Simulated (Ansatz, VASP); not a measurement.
**One calculation of KMgF3, two programs**

File INCAR:

```
SYSTEM = KMgF3
PREC     = Accurate       ! precision mode
ENCUT    = 520            ! plane-wave cutoff, eV
EDIFF    = 1E-6           ! SCF threshold, eV
ISMEAR   = 0              ! smearing method
SIGMA    = 0.05           ! smearing width, eV
LREAL    = .False.        ! projectors in reciprocal space
LASPH    = .True.         ! aspherical terms in the spheres
NELM     = 100            ! most SCF steps
ALGO     = Normal         ! electronic algorithm
ISIF     = 2              ! what is computed and relaxed
LWAVE    = .False.        ! write WAVECAR
LCHARG   = .False.        ! write CHGCAR
GGA      = PE             ! functional
NBANDS   = 24             ! bands
```

File KPOINTS:

```
regular mesh
0
Gamma
  6 6 6
  0 0 0
```

File POSCAR:

```
KMgF3
1.0
    4.3047720000      0.0000000000      0.0000000000
    0.0000000000      4.3047720000      0.0000000000
    0.0000000000      0.0000000000      3.9859000000
K Mg F
1 1 3
Direct
    0.5000000000      0.5000000000      0.5000000000
    0.0000000000      0.0000000000      0.0000000000
    0.5000000000      0.0000000000      0.0000000000
    0.0000000000      0.5000000000      0.0000000000
    0.0000000000      0.0000000000      0.5000000000
```

Input for Ansatz:

```yaml
crystal:
  lattice:
    - [4.304772, 0.0, 0.0]
    - [0.0, 4.304772, 0.0]
    - [0.0, 0.0, 3.9859]
  atoms:
    - { symbol: K, position: [0.5, 0.5, 0.5] }
    - { symbol: Mg, position: [0.0, 0.0, 0.0] }
    - { symbol: F, position: [0.5, 0.0, 0.0] }
    - { symbol: F, position: [0.0, 0.5, 0.0] }
    - { symbol: F, position: [0.0, 0.0, 0.5] }
basis:
  ecutwfc: 420
kpoints:
  mp_grid: { grid: [6, 6, 6] }
hamiltonian:
  xc: pbe
scf:
  occupations: { method: gaussian, width: 0.05 }
output:
  forces: true
  stress: true
  eigenvalues: true
```

Change from the starting cell: strain +0.080 along x and y, +0.000 along z, atoms carried along.

Alike in both runs: task single point; functional PBE; k mesh 6 × 6 × 6; occupations gaussian, width 0.05 eV; no spin polarisation.

```csv
,VASP,Ansatz
version,VASP 6.6.1,Ansatz 0.2.0
potentials or method,"VASP PAW PBE potentials, release 64 (K_sv, Mg, F), cutoff 520 eV","scalar-relativistic, plane waves, PAW"
valence electrons in the cell,32,40
```

```csv
,VASP,Ansatz,Ansatz less VASP
gap on the k mesh at the Fermi level (eV),6.23,6.26,+0.031
least direct gap on the mesh (eV),6.51,6.54,+0.030
pressure (GPa),-5.4,-5.0,+0.41
"traceless stress, the component that is largest in VASP (GPa)",2.97,2.98,+0.005
```

VASP's potentials hold 32 valence electrons a cell and Ansatz's 40, so a difference there can come from the potentials and not from the codes.
